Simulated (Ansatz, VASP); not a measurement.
**Two plane-wave programs on CsGaCl2**

```
Cs Ga Cl
1.0
     4.55334    0.00000    0.00000
    -2.27667    3.94331    0.00000
     0.00000    0.00000    7.93611
Cs Ga Cl
1 1 2
Direct
  0.00000 0.00000 0.50000
  0.00000 0.00000 0.00000
  0.33333 0.66667 0.78535
  0.66667 0.33333 0.21465
```

Alike in both runs: functional PBE; k mesh 6 × 6 × 4; occupations gaussian, width 0.02 eV; no spin polarisation.

Ansatz relaxed the structure, and its values are those at the end. VASP's run is a single point on that final structure, the one shown.

|  | VASP | Ansatz |
| --- | --- | --- |
| version | VASP 6.6.1 | Ansatz 0.2.0 |
| potentials or method | VASP PAW PBE potentials, release 64 (Cs_sv, Ga_d, Cl), cutoff 520 eV | scalar-relativistic, plane waves, PAW |
| valence electrons in the cell | 36 | 36 |

```tsv
	VASP	Ansatz	Ansatz less VASP
gap on the k mesh at the Fermi level (eV)	3.00	3.00	+0.002
least direct gap on the mesh (eV)	3.27	3.27	+0.002
pressure (GPa)	0.0	0.0	-0.01
```

Neither program's run includes spin-orbit coupling.
